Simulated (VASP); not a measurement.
Runs of VASP 6.6.1 on GaSb. The structure is that of space group I-4m2 (No. 119), or close to it. The cells are those of the table. 

```tsv
spin	cell	gap on the mesh (eV)	pressure (GPa)
off	a = 4.352, b = 4.352, c = 4.509 Å, angles 58.8, 58.8, 62.4°, 2 atoms	0.22	(a)
off	a = 4.348, b = 4.348, c = 4.466 Å, angles 59.1, 59.1, 61.8°, 2 atoms	0.07	-1.5
off	a = 4.343, b = 4.343, c = 4.423 Å, angles 59.4, 59.4, 61.2°, 2 atoms	0.08	(b)
non-collinear, zero start, SOC	a = 4.348, b = 4.348, c = 4.466 Å, angles 59.1, 59.1, 61.8°, 2 atoms	-	-1.5
```

Alike in all rows: task single point; level r2SCAN; potentials or basis VASP PAW PBE potentials, release 64 (Ga_d, Sb); k mesh 8 × 8 × 8; cutoff (eV) 520; smearing fermi-dirac 0.02 eV.

Fill in the values left out.

(a) -2.0; (b) -1.1.

Caveats: the PAW data sets were made with another functional, which shifts forces and pressure a little; semilocal functionals underestimate gaps, and a narrow one can read as zero (at least some runs); spin-orbit coupling is left out, which moves the levels of the heavy elements (at least some runs).

A k mesh can miss the band edges, and rows without SOC leave out spin-orbit coupling on Ga, Sb.
